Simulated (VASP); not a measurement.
# P (P4/mbm) in VASP: notebook

P is run at these levels: PBE; tasks: single point.

Everything below comes from runs of VASP 6.6.1. Logs are shortened: lines on timing, memory, paths and dates and some standing lists are left out, and cuts for length are marked.

## 1. The cell of the first run

Symmetry: P4/mbm, No. 127, tetragonal system. The conventional cell has a = 5.637 Å, b = 5.637 Å, c = 2.234 Å, α = 90.00°, β = 90.00°, γ = 90.00°. Within 2.9 Å of P (site symmetry 4/m) lie 6 P at 2.19 to 2.23 Å. P (site symmetry m2m) has 5 P at 2.18 to 2.23 Å within 2.9 Å.

## 2. Single point, PBE

The input, INCAR:

```
SYSTEM = P
PREC = Accurate ; ENCUT = 520
EDIFF = 1E-6 ; ISMEAR = 0
SIGMA = 0.1 ; LREAL = .FALSE.
LASPH = .TRUE. ; NELM = 100
ALGO = Normal ; ISIF = 2
LWAVE = .FALSE. ; LCHARG = .FALSE.
GGA = PE ; NBANDS = 24
```

The input, KPOINTS:

```
regular mesh
0
G
  4 4 8
  0 0 0
```

The input, POSCAR:

```
P
1.0
    5.6366924400      0.0000000000      0.0000000000
    0.0000000000      5.6366924400      0.0000000000
    0.0000000000      0.0000000000      2.2339814700
P
6
Direct
    0.5000000000      0.5000000000      0.0000000000
    0.0000000000      0.0000000000      0.0000000000
    0.8631799800      0.6368200200      0.0000000000
    0.1368200200      0.3631799800      0.0000000000
    0.6368200200      0.1368200200      0.0000000000
    0.3631799800      0.8631799800      0.0000000000
```

Potentials or basis: VASP PAW PBE potentials, release 64 (P).

Command:

```sh
> cat potpaw_PBE.64/P/POTCAR > POTCAR
> mpirun -np 1 vasp_std > vasp.out
```

OUTCAR:

```text
SYSTEM = P
   PREC = Accurate
   ENCUT = 520
   EDIFF = 1E-6
   ISMEAR = 0
   LREAL = .FALSE.
   LASPH = .TRUE.
   NELM = 100
   ISIF = 2
   GGA = PE

 ion  position               nearest neighbor table
   1  0.500  0.500  0.000-   3 2.19   4 2.19   5 2.19   6 2.19
   2  0.000  0.000  0.000-   3 2.19   4 2.19   5 2.19   6 2.19
   3  0.863  0.637  0.000-   4 2.18   2 2.19   1 2.19
   4  0.137  0.363  0.000-   3 2.18   2 2.19   1 2.19
   5  0.637  0.137  0.000-   6 2.18   2 2.19   1 2.19
   6  0.363  0.863  0.000-   5 2.18   2 2.19   1 2.19

  LATTYP: Found a simple tetragonal cell.
 ALAT       =     5.6366924400
 C/A-ratio  =     0.3963284309

  Lattice vectors:

 A1 = (   5.6366924400,   0.0000000000,   0.0000000000)
 A2 = (   0.0000000000,   5.6366924400,   0.0000000000)
 A3 = (   0.0000000000,   0.0000000000,   2.2339814700)

Analysis of symmetry for initial positions (statically):
=====================================================================
 Subroutine PRICEL returns:
 Original cell was already a primitive cell.

 Routine SETGRP: Setting up the symmetry group for a
 simple tetragonal supercell.

 Subroutine GETGRP returns: Found 16 space group operations
 (whereof  8 operations were pure point group operations)
 out of a pool of 16 trial point group operations.

The static configuration has the point symmetry C_4h.
 The point group associated with its full space group is D_4h.

Analysis of symmetry for dynamics (positions and initial velocities):
=====================================================================
 Subroutine PRICEL returns:
 Original cell was already a primitive cell.

 Routine SETGRP: Setting up the symmetry group for a
 simple tetragonal supercell.

 Subroutine GETGRP returns: Found 16 space group operations
 (whereof  8 operations were pure point group operations)
 out of a pool of 16 trial point group operations.

The dynamic configuration has the point symmetry C_4h.
 The point group associated with its full space group is D_4h.

 Subroutine INISYM returns: Found 16 space group operations
 (whereof  8 operations are pure point group operations),
 and found     1 'primitive' translations

----------------------------------------------------------------------------------------

                                     Primitive cell

  volume of cell :      70.9787

  direct lattice vectors                    reciprocal lattice vectors
     5.636692440  0.000000000  0.000000000     0.177409005  0.000000000  0.000000000
     0.000000000  5.636692440  0.000000000     0.000000000  0.177409005  0.000000000
     0.000000000  0.000000000  2.233981470     0.000000000  0.000000000  0.447631287

  length of vectors
     5.636692440  5.636692440  2.233981470     0.177409005  0.177409005  0.447631287

  position of ions in fractional coordinates (direct lattice)
     0.500000000  0.500000000  0.000000000
     0.000000000  0.000000000  0.000000000
     0.863179980  0.636820020  0.000000000
     0.136820020  0.363179980  0.000000000
     0.636820020  0.136820020  0.000000000
     0.363179980  0.863179980  0.000000000

  ion indices of the primitive-cell ions
   primitive index   ion index
                 1           1
                 2           2
                 3           3
                 4           4
                 5           5
                 6           6

----------------------------------------------------------------------------------------

 KPOINTS: regular mesh

Automatic generation of k-mesh.
 Grid dimensions read from file:
 generate k-points for:    4    4    8

 Generating k-lattice:

  Cartesian coordinates                     Fractional coordinates (reciprocal lattice)
     0.044352251  0.000000000  0.000000000     0.250000000  0.000000000  0.000000000
     0.000000000  0.044352251  0.000000000     0.000000000  0.250000000  0.000000000
     0.000000000  0.000000000  0.055953911     0.000000000  0.000000000  0.125000000

  Length of vectors
     0.044352251  0.044352251  0.055953911

  Shift w.r.t. Gamma in fractional coordinates (k-lattice)
     0.000000000  0.000000000  0.000000000

 Subroutine IBZKPT returns following result:
 ===========================================

 Found     30 irreducible k-points:

 Following reciprocal coordinates:
            Coordinates               Weight
  0.000000  0.000000  0.000000      1.000000
  0.250000  0.000000  0.000000      4.000000
  0.500000  0.000000  0.000000      2.000000
  0.250000  0.250000  0.000000      4.000000
  0.500000  0.250000  0.000000      4.000000
  0.500000  0.500000  0.000000      1.000000
[... 16 lines left out ...]
  0.500000  0.250000  0.375000      8.000000
  0.500000  0.500000  0.375000      2.000000
 [... further k-points ...]
   k-points           NKPTS =     30   k-points in BZ     NKDIM =     30   number of bands    NBANDS=     24
   number of dos      NEDOS =    301   number of ions     NIONS =      6
   total plane-waves  NPLWV =  31752
   dimension x,y,z NGX =    42 NGY =   42 NGZ =   18
   dimension x,y,z NGXF=    84 NGYF=   84 NGZF=   36
   ions per type =               6
   NGX,Y,Z   is equivalent  to a cutoff of  12.39, 12.39, 13.40 a.u.
   NGXF,Y,Z  is equivalent  to a cutoff of  24.77, 24.77, 26.79 a.u.
 SYSTEM =  P
   PREC   = accura    normal or accurate (medium, high low for compatibility)
   ISTART =      0    job   : 0-new  1-cont  2-samecut
   ICHARG =      2    charge: 1-file 2-atom 10-const
   ISPIN  =      1    spin polarized calculation?
   LNONCOLLINEAR =      F non collinear calculations
   LSORBIT =      F    spin-orbit coupling
   LASPH  =      T    aspherical Exc in radial PAW
   ENCUT  =  520.0 eV  38.22 Ry    6.18 a.u.  10.48 10.48  4.15*2*pi/ulx,y,z
   NELM   =    100;   NELMIN=  2; NELMDL= -5     # of ELM steps
   EDIFF  = 0.1E-05   stopping-criterion for ELM
   LREAL  =      F    real-space projection
[... 7 lines left out ...]
   TEBEG  =    0.0;   TEEND  =   0.0 temperature during run
   PSTRESS=    0.0 pullay stress
   NELECT =      30.0000    total number of electrons
   NUPDOWN=      -1.0000    fix difference up-down
   EMIN   =  10.00;   EMAX   =-10.00  energy-range for DOS
   EFERMI =   0.00;   METHOD = LEGACY
   ISMEAR =     0;   SIGMA  =   0.10  broadening in eV -4-tet -1-fermi 0-gaus
   EFERMI_NEDOS =   21; number of points for ismear=-14 and -15
   IALGO  =     38    algorithm
   IMIX   =      4    mixing-type and parameters
     AMIX     =   0.40;   BMIX     =  1.00
     AMIX_MAG =   1.60;   BMIX_MAG =  1.00
  volume/ion in A,a.u.               =      11.83        79.83
  Fermi-wavevector in a.u.,A,eV,Ry     =   1.228587  2.321692 20.536980  1.509425
  Thomas-Fermi vector in A             =   2.363507
   LORBIT       =      0    0 simple, 1 ext, 2 COOP (PROOUT), +10 PAW based schemes
   GGA     = PE    functional components
   LHFCALC =     F    Hartree Fock is set to
   AEXX    =    0.0000 exact exchange contribution
   IVDW    =     0    specifies the selected vdW correction
   LEPSILON=     F    determine dielectric tensor
   LRPA    =     F    only Hartree local field effects (RPA)
 non-spin polarized calculation
 Gauss-broadening in eV      SIGMA  =   0.10
  energy-cutoff  :      520.00
  volume of cell :       70.98
 maximum number of plane-waves:      1936
 NGX is ok and might be reduce to    42
   NGX = 21   NGY = 21   NGZ =  9

 number of electron      30.0000000 magnetization

 Free energy of the ion-electron system (eV)
  ---------------------------------------------------
  ext. energy  EPLUGINS =         0.00000000
  ---------------------------------------------------
  free energy    TOTEN  =       -28.49419059 eV

  energy without entropy =      -28.47503672  energy(sigma->0) =      -28.48461365

 E-fermi :  13.2231     XC(G=0): -12.1518

 val. band max:       13.2162329277   @ k =   0.5000   0.0000   0.1250
 cond. band min:      13.2630884634   @ k =   0.5000   0.2500   0.2500
 fundamental gap:      0.0468555357
 Fermi energy:        13.2230665932

 k-point     1 :       0.0000    0.0000    0.0000
  band No.  band energies     occupation
      1      -6.2259      2.00000
      2      -2.9925      2.00000
      3      -2.3416      2.00000
      4      -1.4611      2.00000
      5      -1.4611      2.00000
      6       1.1838      2.00000
[... 16 lines left out ...]
     23      22.2706      0.00000
     24      22.6713      0.00000

 k-point     2 :       0.2500    0.0000    0.0000
  band No.  band energies     occupation
      1      -5.9629      2.00000
      2      -3.9589      2.00000
      3      -2.3618      2.00000
      4      -1.4452      2.00000
      5      -0.2759      2.00000
      6       0.3639      2.00000
[... 16 lines left out ...]
     23      21.4807      0.00000
     24      21.5860      0.00000

 k-point     3 :       0.5000    0.0000    0.0000
  band No.  band energies     occupation
      1      -5.1853      2.00000
      2      -5.1853      2.00000
      3      -1.8134      2.00000
      4      -1.8134      2.00000
      5       0.0336      2.00000
      6       0.0336      2.00000
[... 16 lines left out ...]
     23      21.6426      0.00000
     24      21.6426      0.00000

 k-point     4 :       0.2500    0.2500    0.0000
  band No.  band energies     occupation
      1      -5.7024      2.00000
      2      -3.9444      2.00000
      3      -3.3317      2.00000
      4      -1.7856      2.00000
      5       0.4275      2.00000
      6       1.1301      2.00000
[... 16 lines left out ...]
     23      21.5750      0.00000
     24      22.1132      0.00000

 k-point     5 :       0.5000    0.2500    0.0000
  band No.  band energies     occupation
      1      -4.9399      2.00000
      2      -4.9399      2.00000
      3      -2.8543      2.00000
      4      -2.8543      2.00000
      5       1.4371      2.00000
      6       1.4371      2.00000
[... 451 lines left out ...]
 k-point    22 :       0.2500    0.2500    0.3750
  band No.  band energies     occupation
      1      -1.8724      2.00000
      2      -0.1456      2.00000
      3       0.4772      2.00000
      4       2.0049      2.00000
      5       4.1236      2.00000
      6       4.7718      2.00000
[... 16 lines left out ...]
     23      18.2163      0.00000
     24      18.8366      0.00000

 k-point    23 :       0.5000    0.2500    0.3750
  band No.  band energies     occupation
      1      -1.1211      2.00000
      2      -1.1211      2.00000
      3       0.9426      2.00000
      4       0.9426      2.00000
      5       5.0802      2.00000
      6       5.0802      2.00000
[... 16 lines left out ...]
     23      17.8097      0.00000
     24      17.8097      0.00000

 k-point    24 :       0.5000    0.5000    0.3750
  band No.  band energies     occupation
      1      -0.6237      2.00000
      2      -0.6237      2.00000
      3       0.0047      2.00000
      4       0.0047      2.00000
      5       6.3500      2.00000
      6       6.3500      2.00000
[... 16 lines left out ...]
     23      17.5994      0.00000
     24      17.5994      0.00000

 [... further k-points ...]
[... 5 lines left out ...]
  --------------------------------------------------------------------------------------
  -------------------------------------------------------------------------------------
  Total       19.3221970     19.3221970     25.2212755      0.0000000     -0.0000000      0.0000000
  in kB      436.1529796    436.1529796    569.3107498      0.0000000     -0.0000000      0.0000000
  external PRESSURE =     480.5389030 kB  Pullay stress =       0.0000000 kB

 VOLUME and BASIS-vectors are now :
 -----------------------------------------------------------------------------
  energy-cutoff  :      520.00
  volume of cell :       70.98
      direct lattice vectors                 reciprocal lattice vectors
     5.636692440  0.000000000  0.000000000     0.177409005  0.000000000  0.000000000
     0.000000000  5.636692440  0.000000000     0.000000000  0.177409005  0.000000000
     0.000000000  0.000000000  2.233981470     0.000000000  0.000000000  0.447631287

 POSITION                                       TOTAL-FORCE (eV/Angst)
 -----------------------------------------------------------------------------------
      2.81835      2.81835      0.00000         0.000000      0.000000      0.000000
      0.00000      0.00000      0.00000         0.000000      0.000000      0.000000
      4.86548      3.58956      0.00000         0.393974     -0.393974      0.000000
      0.77121      2.04713      0.00000        -0.393974      0.393974     -0.000000
      3.58956      0.77121      0.00000        -0.393974     -0.393974      0.000000
      2.04713      4.86548      0.00000         0.393974      0.393974     -0.000000
 -----------------------------------------------------------------------------------
    total drift:                               -0.000000     -0.000000     -0.000000

  FREE ENERGIE OF THE ION-ELECTRON SYSTEM (eV)
  ---------------------------------------------------
  free  energy   TOTEN  =       -28.4941905893 eV

  energy  without entropy=      -28.4750367158  energy(sigma->0) =      -28.48461365
```

Wall time 44 s (1 thread of Oxide Virtual Turin-like, shared host); peak memory 0.15 GiB.

Results:

* Free energy: -28.4942 eV
* Pressure: 48.1 GPa
* Largest force: 0.557 eV/Å
* Band gap on the k mesh: zero (band 15 reaches 15.95 eV, above the bottom of band 16 at 9.95 eV)

Forces on the atoms (eV/Å):
```
P    0.000  0.000  0.000
P    0.000  0.000  0.000
P    0.394 -0.394  0.000
P   -0.394  0.394  0.000
P   -0.394 -0.394  0.000
P    0.394  0.394  0.000
```

## 3. Single point, PBE

This run uses another cell than the first one, of 15.82 Å³/atom, 1.338 times its volume.

The input, INCAR:

```
PREC = Accurate
ENCUT = 520
EDIFF = 1E-7
ISMEAR = 0
SIGMA = 0.1
LREAL = F
LASPH = T
NELM = 80
ALGO = Normal
ISIF = 2
LWAVE = F
LCHARG = T
GGA = PE
LELF = T
LVHAR = T
NBANDS = 24
```

The input, KPOINTS:

```
Automatic mesh
0
Gamma
  4 4 8
```

The input, POSCAR:

```
P
1.0
    6.1774038333      0.0000000000      0.0000000000
    0.0000000000      6.1774038333      0.0000000000
    0.0000000000      0.0000000000      2.4879814750
P
6
Direct
    0.5000000000      0.5000000000      0.0000000000
    0.0000000000      0.0000000000      0.0000000000
    0.8707148643      0.6292851357      0.0000000000
    0.1292851357      0.3707148643      0.0000000000
    0.6292851357      0.1292851357      0.0000000000
    0.3707148643      0.8707148643      0.0000000000
```

Potentials or basis: VASP PAW PBE potentials, release 64 (P).

Command:

```sh
> cat potpaw_PBE.64/P/POTCAR > POTCAR
> mpirun -np 1 vasp_std > vasp.out
```

Wall time 62 s (1 thread of Oxide Virtual Turin-like, shared host); peak memory 0.18 GiB.

Results (log left out):

```yaml
Free_energy: -31.2708 eV
Pressure: -0.3 GPa
Largest_force: 0.027 eV/Å
Band_gap_on_the_k_mesh: zero (band 15 reaches 11.26 eV, above the bottom of band 16 at 5.76 eV)
```

Forces in eV/Å, atoms in the order of the input:
```
P    0.000  0.000  0.000
P    0.000  0.000  0.000
P    0.019 -0.019  0.000
P   -0.019  0.019  0.000
P   -0.019 -0.019  0.000
P    0.019  0.019  0.000
```

Stress tensor (GPa, compression positive):
```
-0.33  0.00  0.00
 0.00 -0.33  0.00
 0.00  0.00 -0.20
```

Levels at points of the mesh, in eV from the Fermi level:
| k point | band 14 | band 15 | band 16 | band 17 | band 18 | band 19 |
| --- | --- | --- | --- | --- | --- | --- |
| (0.00, 0.00, 0.00) | 0.76 | 1.95 | 1.95 | 2.97 | 2.97 | 3.42 |
| (0.50, 0.00, 0.00) | 0.51 | 0.75 | 0.75 | 4.28 | 4.28 | 5.02 |
| (0.50, 0.50, 0.00) | 0.64 | 0.79 | 0.79 | 5.60 | 5.60 | 5.64 |
| (0.00, 0.00, 0.50) | -3.99 | -2.80 | 0.83 | 0.89 | 1.89 | 1.89 |
| (0.50, 0.00, 0.50) | -3.85 | -1.56 | -1.56 | 0.50 | 0.50 | 2.33 |
| (0.50, 0.50, 0.50) | -3.64 | -3.02 | -3.02 | 0.12 | 0.12 | 3.06 |
